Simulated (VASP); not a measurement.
Write the native input for VASP 6.6.1 that does the following.

| Item | Value |
| --- | --- |
| Task | single point |
| Functional | PBE |
| Potentials or basis | VASP PAW PBE potentials, release 64 (Sn_d, O_h) |
| Cutoff | 910 eV |
| k mesh | 4 × 4 × 2 |
| Occupations | gaussian, width 0.1 eV |
| Spin | no spin polarisation |
| Dipole correction | no |
| Further INCAR settings | ALGO = Normal; EDIFF = 1e-06; NBANDS = 50 |

The structure of SnO lies in POSCAR:

```
SnO
1.0
    2.7326503934     -2.7348921306      0.0000000000
    2.7326503934      2.7348921306      0.0000000000
    0.0000000000      0.0000000000     10.2804147559
Sn O
4 4
Direct
   -0.0001330473      0.0001330473     -0.0085749379
    0.0001330473     -0.0001330473      0.4914250621
    0.5001444548      0.4998555452      0.2655713758
    0.4998555452      0.5001444548      0.7655713758
    1.0002491103      0.4997080603      0.3785017811
   -0.0002491103      0.5002919397      0.8785017811
    0.5002919397     -0.0002491103      0.3785017811
    0.4997080603      1.0002491103      0.8785017811
```

These files were run (other wordings do the same):

INCAR

```
  PREC = Accurate
  ENCUT = 910
  EDIFF = 1E-6
  ISMEAR = 0
  SIGMA = 0.1
  LREAL = F
  LASPH = T
  NELM = 120
  ALGO = Normal
  ISIF = 2
  LWAVE = F
  LCHARG = T
  GGA = PE
  LELF = T
  LVHAR = T
  NBANDS = 50
  GGA_COMPAT = F
```

KPOINTS

```
regular mesh
0
Gamma
  4 4 2
```

Potentials or basis: VASP PAW PBE potentials, release 64 (Sn_d, O_h).

The run is started by

```bash
$ cat potpaw_PBE.64/Sn_d/POTCAR potpaw_PBE.64/O_h/POTCAR > POTCAR
$ mpirun -np 1 vasp_std > vasp.out
```

Results of the run:

The pressure is 0.1 GPa, the largest force is 0.075 eV/Å and the band gap on the k mesh is 0.59 eV.

Caveat: the cutoff is under 1.25 times the usual one of these potentials, so pressure, stress and relaxed cells hold a basis-set (Pulay) error; spin-orbit coupling is left out, which moves the levels of the heavy elements.

Run time: 3.1 min on 1 thread of Intel(R) Xeon(R) 6975P-C (Granite Rapids), with other jobs on the host, peak memory 0.52 GiB.
